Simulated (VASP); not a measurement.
Wanted: the native input for a VASP 6.6.1 run.

```
Task                   : single point
Functional             : PBE
Potentials or basis    : VASP PAW PBE potentials, release 64 (Hf_pv, H)
Cutoff                 : 520 eV
k mesh                 : 6 × 6 × 6
Occupations            : gaussian, width 0.1 eV
Spin                   : no spin polarisation
Dipole correction      : no
Further INCAR settings : ALGO = Normal; EDIFF = 1e-06; NBANDS = 20
```

The structure of Hf2H3 lies in POSCAR:

```
Hf2H3
1.0
    3.7292425998      0.0000000000      0.0000000000
    0.0000000000      3.7292425998      0.0000000000
    0.0000000000      0.0000000000      3.7292425998
Hf H
2 3
Direct
    0.5000000000      0.5000000000      0.5000000000
    0.0000000000      0.0000000000      0.0000000000
    0.0000000000      0.5000000000      0.5000000000
    0.5000000000      0.0000000000      0.5000000000
    0.5000000000      0.5000000000      0.0000000000
```

The cell was built from a structure type or drawn by symmetry, and may not be a known phase.

One way to write it, as run:

INCAR

```
SYSTEM = Hf2H3
PREC = Accurate ; ENCUT = 520
EDIFF = 1E-6 ; ISMEAR = 0
SIGMA = 0.1 ; LREAL = .FALSE.
LASPH = .TRUE. ; NELM = 60
ALGO = Normal ; ISIF = 2
LWAVE = .FALSE. ; LCHARG = .TRUE.
GGA = PE ; LELF = .TRUE.
LVHAR = .TRUE. ; NBANDS = 20
```

KPOINTS

```
Automatic mesh
0
G
  6 6 6
  0 0 0
```

Potentials or basis: VASP PAW PBE potentials, release 64 (Hf_pv, H).

Command:

```sh
$ cat potpaw_PBE.64/Hf_pv/POTCAR potpaw_PBE.64/H/POTCAR > POTCAR
$ mpirun -np 1 vasp_std > vasp.out
```

It gave:

```
Pressure               : -0.6 GPa
Band gap on the k mesh : zero (an odd number of electrons rules out a gap without spin polarisation)
```

Caveat: spin-orbit coupling is left out, which moves the levels of the heavy elements.

Wall time 35 s on 1 thread of Intel Xeon 8259CL, with other jobs on the host, peak memory 0.16 GiB.
